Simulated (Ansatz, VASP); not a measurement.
## Be: VASP beside Ansatz

```
CELL_PARAMETERS angstrom
2.21420 0.00000 0.00000
-1.10710 1.91755 0.00000
0.00000 0.00000 3.50011
ATOMIC_POSITIONS crystal
Be 0.31564 0.71501 0.25000
Be 0.68436 0.28499 0.75000
```

Change from the starting cell: mode 4 frozen in at -0.093 Å and mode 5 at +0.093 Å (largest displacements).

Alike in both runs: task single point; functional PBE; dispersion D3(BJ); k mesh 24 × 24 × 12; occupations gaussian, width 0.15 eV; no spin polarisation.

|  | VASP | Ansatz |
| --- | --- | --- |
| version | VASP 6.6.1 | Ansatz 0.2.0 |
| potentials or method | VASP PAW PBE potentials, release 64 (Be), cutoff 520 eV | scalar-relativistic, plane waves, PAW |
| valence electrons in the cell | 4 | 4 |

VASP gave:

- gap on the k mesh at the Fermi level (eV): none
- pressure (GPa): 1.4
- traceless stress, the component that is largest in VASP (GPa): -6.62
- rms of the force components (eV/Å): 0.455

Task: Which values does Ansatz return?

Result: gap on the k mesh at the Fermi level (eV): none; pressure (GPa): 1.2; traceless stress, the component that is largest in VASP (GPa): -6.58; rms of the force components (eV/Å): 0.455.

Atom by atom the forces differ by 0.000 eV/Å (rms over components). A gap of «none» marks a metal or a gap that the smearing closes.
